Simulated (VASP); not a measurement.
Runs of VASP 6.6.1 on MgGe2. The structure is that of space group C2/m (No. 12), or close to it. The cells are those of the table. 

| level | potentials or basis | cell | gap on the mesh (eV) | pressure (GPa) | largest force (eV/Å) |
| --- | --- | --- | --- | --- | --- |
| PBEsol | VASP PAW PBE potentials, release 64 (Ge_d, Mg) | a = 5.784, b = 5.784, c = 6.769 Å, angles 116.6, 116.6, 37.0°, 6 atoms | none | (c) | 0.14 |
| PBEsol | VASP PAW PBE potentials, release 64 (Ge_d, Mg) | a = 5.704, b = 5.704, c = 6.676 Å, angles 116.6, 116.6, 37.0°, 6 atoms | none | 0.8 | 0.17 |
| PBE | VASP PAW PBE potentials, release 64 (Ge_d, Mg) | a = 5.823, b = 5.823, c = 6.815 Å, angles 116.6, 116.6, 37.0°, 6 atoms | none | -0.7 | (a) |
| LDA | VASP PAW LDA potentials, release 64 (Ge_d, Mg) | a = 5.823, b = 5.823, c = 6.815 Å, angles 116.6, 116.6, 37.0°, 6 atoms | none | -4.7 | 0.23 |
| PBEsol | VASP PAW PBE potentials, release 64 (Ge_d, Mg) | a = 5.744, b = 5.744, c = 6.723 Å, angles 116.6, 116.6, 37.0°, 6 atoms | none | (b) | 0.15 |

Alike in all rows: task single point; no spin polarisation; k mesh 8 × 8 × 5; cutoff (eV) 520; smearing fermi-dirac 0.05 eV.

Q: Estimate the missing entries.

A: (a) 0.25; (b) -0.6; (c) -1.7.

Caveats: the PAW data sets were made with another functional, which shifts forces and pressure a little (some runs).

A k mesh can miss the band edges, and the runs leave out spin-orbit coupling on Ge.

A gap of «none» marks levels without a gap at the run's occupations.
